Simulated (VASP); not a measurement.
Wanted: the native input for a VASP 6.6.1 run.

* Task: single point
* Functional: PBE
* Potentials or basis: VASP PAW PBE potentials, release 64 (Sb_d_GW, O)
* Cutoff: 700 eV
* k mesh: 6 × 6 × 4
* Occupations: gaussian, width 0.1 eV
* Spin: no spin polarisation
* Dipole correction: no
* Further INCAR settings: ALGO = Normal; EDIFF = 1e-06; NBANDS = 28

The structure of SbO4 lies in POSCAR:

```
SbO4
1.0
    3.1597937590      0.0000000000      0.0000000000
   -1.5798968795      2.7364616660      0.0000000000
    0.0000000000      0.0000000000      9.3907136087
Sb O
1 4
Direct
    0.0000000000      0.0000000000      0.5000000000
    0.0000000000      0.0000000000      0.3034084076
    0.0000000000      0.0000000000      0.6965915924
    0.3333333333      0.6666666667      0.0000000000
    0.6666666667      0.3333333333      0.0000000000
```

The cell was generated, and may not be a known phase.

These files were run (other wordings do the same):

INCAR

```
SYSTEM = SbO4
ALGO = Normal ; EDIFF = 1E-6
ENCUT = 700 ; GGA = PE
GGA_COMPAT = .False. ; ISIF = 2
ISMEAR = 0 ; LASPH = .True.
LCHARG = .True. ; LELF = .True.
LREAL = .False. ; LVHAR = .True.
LWAVE = .False. ; NBANDS = 28
NELM = 120 ; PREC = Accurate
SIGMA = 0.1
```

KPOINTS

```
k-points
0
Gamma
  6 6 4
  0 0 0
```

Potentials or basis: VASP PAW PBE potentials, release 64 (Sb_d_GW, O).

Launch:

```bash
$ cat potpaw_PBE.64/Sb_d_GW/POTCAR potpaw_PBE.64/O/POTCAR > POTCAR
$ mpirun -np 1 vasp_std > vasp.out
```

Results of the run:

```yaml
Pressure: 0.2 GPa
Largest_force: 0.144 eV/Å
Band_gap_on_the_k_mesh: zero (an odd number of electrons rules out a gap without spin polarisation)
```

Caveat: the k points lie up to 0.38 Å⁻¹ apart, too coarse for converged energies and pressures of a metal; spin-orbit coupling is left out, which moves the levels of the heavy elements; an odd number of electrons without spin polarisation forces a metal; a magnetic or distorted state may lie lower.

Run time: 2.6 min on 1 thread of Intel(R) Xeon(R) Platinum 8259CL CPU @ 2.50GHz (Skylake/Cascade Lake), on a shared host, peak memory 0.28 GiB.
